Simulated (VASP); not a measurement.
# Na (Im-3m) in VASP: notebook

Na is run at these levels: r2SCAN; tasks: single point.

Everything below comes from runs of VASP 6.6.1. Logs are shortened: lines on timing, memory, paths and dates and some standing lists are left out, and cuts for length are marked.

## 1. The cell of the first run

The structure is cubic, space group Im-3m (No. 229). Conventional cell: a = 4.225 Å, b = 4.225 Å, c = 4.225 Å, α = 90.00°, β = 90.00°, γ = 90.00°. Within 4.8 Å of Na (site symmetry m-3m) lie 14 Na at 3.66 to 4.22 Å.

## 2. Single point, r2SCAN

Contents of POSCAR:

```
Na
1.0
   -2.1125000000      2.1125000000      2.1125000000
    2.1125000000     -2.1125000000      2.1125000000
    2.1125000000      2.1125000000     -2.1125000000
Na
1
Direct
    0.0000000000      0.0000000000      0.0000000000
```

Contents of INCAR.step1:

```
SYSTEM = Na
  PREC = Accurate
  ENCUT = 520
  ISMEAR = -1
  SIGMA = 0.1
  LREAL = .False.
  LASPH = .True.
  NELM = 100
  NBANDS = 10
  GGA = PE
  ALGO = Normal
  EDIFF = 1E-4
  LWAVE = .True.
  LCHARG = .False.
```

Contents of INCAR.step2:

```
SYSTEM = Na
  PREC = Accurate
  ENCUT = 520
  EDIFF = 1E-7
  ISMEAR = -1
  SIGMA = 0.1
  LREAL = .False.
  LASPH = .True.
  NELM = 100
  ALGO = Normal
  ISIF = 2
  LWAVE = .False.
  LCHARG = .True.
  METAGGA = R2SCAN
  LMIXTAU = .True.
  LELF = .True.
  LVHAR = .True.
  NBANDS = 10
  ISTART = 1
```

Contents of KPOINTS:

```
Automatic mesh
0
Gamma
  17 17 17
  0 0 0
```

Potentials or basis: VASP PAW PBE potentials, release 64 (Na_pv).

Launch:

```console
> cat potpaw_PBE.64/Na_pv/POTCAR > POTCAR
> cp INCAR.step1 INCAR
> mpirun -np 1 vasp_std > vasp.out
> cp INCAR.step2 INCAR
> mpirun -np 1 vasp_std > vasp.out
```

OUTCAR:

```text
SYSTEM = Na
   PREC = Accurate
   ENCUT = 520
   EDIFF = 1E-7
   ISMEAR = -1
   LREAL = .False.
   LASPH = .True.
   NELM = 100
   ISIF = 2
   METAGGA = R2SCAN
   ISTART = 1

 ion  position               nearest neighbor table
   1  0.000  0.000  0.000-

  LATTYP: Found a body centered cubic cell.
 ALAT       =     4.2250000000

  Lattice vectors:

 A1 = (  -2.1125000000,   2.1125000000,   2.1125000000)
 A2 = (   2.1125000000,  -2.1125000000,   2.1125000000)
 A3 = (   2.1125000000,   2.1125000000,  -2.1125000000)

Analysis of symmetry for initial positions (statically):
=====================================================================
 Subroutine PRICEL returns:
 Original cell was already a primitive cell.

 Routine SETGRP: Setting up the symmetry group for a
 body centered cubic supercell.

 Subroutine GETGRP returns: Found 48 space group operations
 (whereof 48 operations were pure point group operations)
 out of a pool of 48 trial point group operations.

The static configuration has the point symmetry O_h .

Analysis of symmetry for dynamics (positions and initial velocities):
=====================================================================
 Subroutine PRICEL returns:
 Original cell was already a primitive cell.

 Routine SETGRP: Setting up the symmetry group for a
 body centered cubic supercell.

 Subroutine GETGRP returns: Found 48 space group operations
 (whereof 48 operations were pure point group operations)
 out of a pool of 48 trial point group operations.

The dynamic configuration has the point symmetry O_h .

 Subroutine INISYM returns: Found 48 space group operations
 (whereof 48 operations are pure point group operations),
 and found     1 'primitive' translations

----------------------------------------------------------------------------------------

                                     Primitive cell

  volume of cell :      37.7094

  direct lattice vectors                    reciprocal lattice vectors
    -2.112500000  2.112500000  2.112500000     0.000000000  0.236686391  0.236686391
     2.112500000 -2.112500000  2.112500000     0.236686391  0.000000000  0.236686391
     2.112500000  2.112500000 -2.112500000     0.236686391  0.236686391  0.000000000

  length of vectors
     3.658957331  3.658957331  3.658957331     0.334725104  0.334725104  0.334725104

  position of ions in fractional coordinates (direct lattice)
     0.000000000  0.000000000  0.000000000

  ion indices of the primitive-cell ions
   primitive index   ion index
                 1           1

----------------------------------------------------------------------------------------

 KPOINTS: Automatic mesh

Automatic generation of k-mesh.
 Grid dimensions read from file:
 generate k-points for:   17   17   17

 Generating k-lattice:

  Cartesian coordinates                     Fractional coordinates (reciprocal lattice)
     0.000000000  0.013922729  0.013922729     0.058823529  0.000000000  0.000000000
     0.013922729  0.000000000  0.013922729     0.000000000  0.058823529  0.000000000
     0.013922729  0.013922729  0.000000000     0.000000000  0.000000000  0.058823529

  Length of vectors
     0.019689712  0.019689712  0.019689712

  Shift w.r.t. Gamma in fractional coordinates (k-lattice)
     0.000000000  0.000000000  0.000000000

 Subroutine IBZKPT returns following result:
 ===========================================

 Found    165 irreducible k-points:

 Following reciprocal coordinates:
            Coordinates               Weight
  0.000000  0.000000  0.000000      1.000000
  0.058824  0.000000  0.000000     12.000000
  0.117647  0.000000  0.000000     12.000000
  0.176471  0.000000  0.000000     12.000000
  0.235294  0.000000  0.000000     12.000000
  0.294118  0.000000  0.000000     12.000000
[... 16 lines left out ...]
  0.411765  0.117647  0.000000     48.000000
  0.176471  0.176471  0.000000     24.000000
 [... further k-points ...]
   k-points           NKPTS =    165   k-points in BZ     NKDIM =    165   number of bands    NBANDS=     10
   number of dos      NEDOS =    301   number of ions     NIONS =      1
   total plane-waves  NPLWV =  21952
   dimension x,y,z NGX =    28 NGY =   28 NGZ =   28
   dimension x,y,z NGXF=    56 NGYF=   56 NGZF=   56
   ions per type =               1
   NGX,Y,Z   is equivalent  to a cutoff of  12.72, 12.72, 12.72 a.u.
   NGXF,Y,Z  is equivalent  to a cutoff of  25.44, 25.44, 25.44 a.u.
 SYSTEM =  Na
   PREC   = accura    normal or accurate (medium, high low for compatibility)
   ISTART =      1    job   : 0-new  1-cont  2-samecut
   ICHARG =      0    charge: 1-file 2-atom 10-const
   ISPIN  =      1    spin polarized calculation?
   LNONCOLLINEAR =      F non collinear calculations
   LSORBIT =      F    spin-orbit coupling
   LASPH  =      T    aspherical Exc in radial PAW
   ENCUT  =  520.0 eV  38.22 Ry    6.18 a.u.   6.80  6.80  6.80*2*pi/ulx,y,z
   NELM   =    100;   NELMIN=  2; NELMDL=  0     # of ELM steps
   EDIFF  = 0.1E-06   stopping-criterion for ELM
   LREAL  =      F    real-space projection
   EDIFFG = 0.1E-05   stopping-criterion for IOM
   NSW    =      0    number of steps for IOM
   IBRION =     -1    ionic relax: 0-MD 1-quasi-New 2-CG
   NFREE  =      0    steps in history (QN), initial steepest desc. (CG)
   ISIF   =      2    stress and relaxation
   ISYM   =      2    0-nonsym 1-usesym 2-fastsym
   POTIM  = 0.5000    time-step for ionic-motion
   TEBEG  =    0.0;   TEEND  =   0.0 temperature during run
   PSTRESS=    0.0 pullay stress
   NELECT =       7.0000    total number of electrons
   NUPDOWN=      -1.0000    fix difference up-down
   EMIN   =  10.00;   EMAX   =-10.00  energy-range for DOS
   EFERMI =   0.00;   METHOD = LEGACY
   ISMEAR =    -1;   SIGMA  =   0.10  broadening in eV -4-tet -1-fermi 0-gaus
   EFERMI_NEDOS =   21; number of points for ismear=-14 and -15
   IALGO  =     38    algorithm
   IMIX   =      4    mixing-type and parameters
     AMIX     =   0.40;   BMIX     =  1.00
     AMIX_MAG =   1.60;   BMIX_MAG =  1.00
  volume/ion in A,a.u.               =      37.71       254.48
  Fermi-wavevector in a.u.,A,eV,Ry     =   0.933879  1.764776 11.866059  0.872131
  Thomas-Fermi vector in A             =   2.060627
   LORBIT       =      0    0 simple, 1 ext, 2 COOP (PROOUT), +10 PAW based schemes
   METAGGA = R2SCAN    functional components
   LHFCALC =     F    Hartree Fock is set to
   AEXX    =    0.0000 exact exchange contribution
   IVDW    =     0    specifies the selected vdW correction
   LEPSILON=     F    determine dielectric tensor
   LRPA    =     F    only Hartree local field effects (RPA)
 non-spin polarized calculation
  energy-cutoff  :      520.00
  volume of cell :       37.71
 maximum number of plane-waves:      1048
   NGX = 13   NGY = 13   NGZ = 13

 number of electron       7.0000011 magnetization

 Free energy of the ion-electron system (eV)
  ---------------------------------------------------
  ext. energy  EPLUGINS =         0.00000000
  ---------------------------------------------------
  free energy    TOTEN  =        -3.56115420 eV

  energy without entropy =       -3.54584761  energy(sigma->0) =       -3.55350090

 E-fermi :   0.3043     XC(G=0):  -6.8708

 val. band max:        0.2748470238   @ k =  -0.3529   0.4118   0.1765
 cond. band min:       0.3791892196   @ k =   0.4118   0.0588   0.0000
 fundamental gap:      0.1043421959
 Fermi energy:         0.3043189768

 k-point     1 :       0.0000    0.0000    0.0000
  band No.  band energies     occupation
      1     -25.7261      2.00000
      2     -25.7261      2.00000
      3     -25.7258      2.00000
      4      -3.1533      2.00000
      5      12.6061      0.00000
      6      12.6067      0.00000
      7      12.6067      0.00000
      8      13.8079      0.00000
      9      13.8079      0.00000
     10      14.4154      0.00000

 k-point     2 :       0.0588    0.0000    0.0000
  band No.  band energies     occupation
      1     -25.7271      2.00000
      2     -25.7264      2.00000
      3     -25.7261      2.00000
      4      -3.0889      2.00000
      5      11.7660      0.00000
      6      12.1715      0.00000
      7      12.4057      0.00000
      8      13.2369      0.00000
      9      13.2724      0.00000
     10      14.8124      0.00000

 k-point     3 :       0.1176    0.0000    0.0000
  band No.  band energies     occupation
      1     -25.7304      2.00000
      2     -25.7275      2.00000
      3     -25.7261      2.00000
      4      -2.8962      2.00000
      5      10.1818      0.00000
      6      11.4357      0.00000
      7      11.9753      0.00000
      8      12.5086      0.00000
      9      13.0836      0.00000
     10      15.0068      0.00000

 k-point     4 :       0.1765    0.0000    0.0000
  band No.  band energies     occupation
      1     -25.7354      2.00000
      2     -25.7292      2.00000
      3     -25.7261      2.00000
      4      -2.5765      2.00000
      5       8.5837      0.00000
      6      10.7361      0.00000
      7      11.5118      0.00000
      8      11.8639      0.00000
      9      12.8333      0.00000
     10      15.1040      0.00000
[... 222 lines left out ...]
 k-point    22 :       0.3529    0.1176    0.0000
  band No.  band energies     occupation
      1     -25.7564      2.00000
      2     -25.7377      2.00000
      3     -25.7277      2.00000
      4       0.0883      1.79319
      5       3.2319      0.00000
      6       7.2329      0.00000
      7       9.6432      0.00000
      8      11.3819      0.00000
      9      13.5761      0.00000
     10      15.5449      0.00000

 k-point    23 :       0.4118    0.1176    0.0000
  band No.  band energies     occupation
      1     -25.7582      2.00000
      2     -25.7386      2.00000
      3     -25.7277      2.00000
      4       0.9352      0.00363
      5       2.1725      0.00000
      6       7.1130      0.00000
      7       9.5343      0.00000
      8      11.2768      0.00000
      9      13.5011      0.00000
     10      16.0687      0.00000

 k-point    24 :       0.1765    0.1765    0.0000
  band No.  band energies     occupation
      1     -25.7474      2.00000
      2     -25.7333      2.00000
      3     -25.7282      2.00000
      4      -1.4414      2.00000
      5       6.3192      0.00000
      6       7.1969      0.00000
      7      10.1159      0.00000
      8      12.3563      0.00000
      9      13.5234      0.00000
     10      15.8262      0.00000

 [... further k-points ...]
[... 5 lines left out ...]
  --------------------------------------------------------------------------------------
  -------------------------------------------------------------------------------------
  Total        0.0232677      0.0232677      0.0232677      0.0000000     -0.0000000      0.0000000
  in kB        0.9885827      0.9885827      0.9885827      0.0000000     -0.0000000      0.0000000
  external PRESSURE =       0.9885827 kB  Pullay stress =       0.0000000 kB

 VOLUME and BASIS-vectors are now :
 -----------------------------------------------------------------------------
  energy-cutoff  :      520.00
  volume of cell :       37.71
      direct lattice vectors                 reciprocal lattice vectors
    -2.112500000  2.112500000  2.112500000     0.000000000  0.236686391  0.236686391
     2.112500000 -2.112500000  2.112500000     0.236686391  0.000000000  0.236686391
     2.112500000  2.112500000 -2.112500000     0.236686391  0.236686391  0.000000000

 POSITION                                       TOTAL-FORCE (eV/Angst)
 -----------------------------------------------------------------------------------
      0.00000      0.00000      0.00000        -0.000000      0.000000      0.000000
 -----------------------------------------------------------------------------------
    total drift:                               -0.000000     -0.000000     -0.000000

  FREE ENERGIE OF THE ION-ELECTRON SYSTEM (eV)
  ---------------------------------------------------
  free  energy   TOTEN  =        -3.5611541962 eV

  energy  without entropy=       -3.5458476068  energy(sigma->0) =       -3.55350090
```

Run time: 4.3 min. Hardware: 1 thread of Intel Xeon 8259CL, shared host; peak memory 0.19 GiB.

Results:

- Free energy: -3.5612 eV
- Pressure: 0.1 GPa
- Band gap on the k mesh: zero (an odd number of electrons rules out a gap without spin polarisation)

Levels at points of the mesh, in eV from the Fermi level:
| k point | band 1 | band 2 | band 3 | band 4 | band 5 | band 6 | band 7 | band 8 |
| --- | --- | --- | --- | --- | --- | --- | --- | --- |
| (0.00, 0.00, 0.00) | -26.03 | -26.03 | -26.03 | -3.46 | 12.30 | 12.30 | 12.30 | 13.50 |

Caveat: the PAW data sets were made with another functional, which shifts forces and pressure a little.

[end of part 1 of 2]
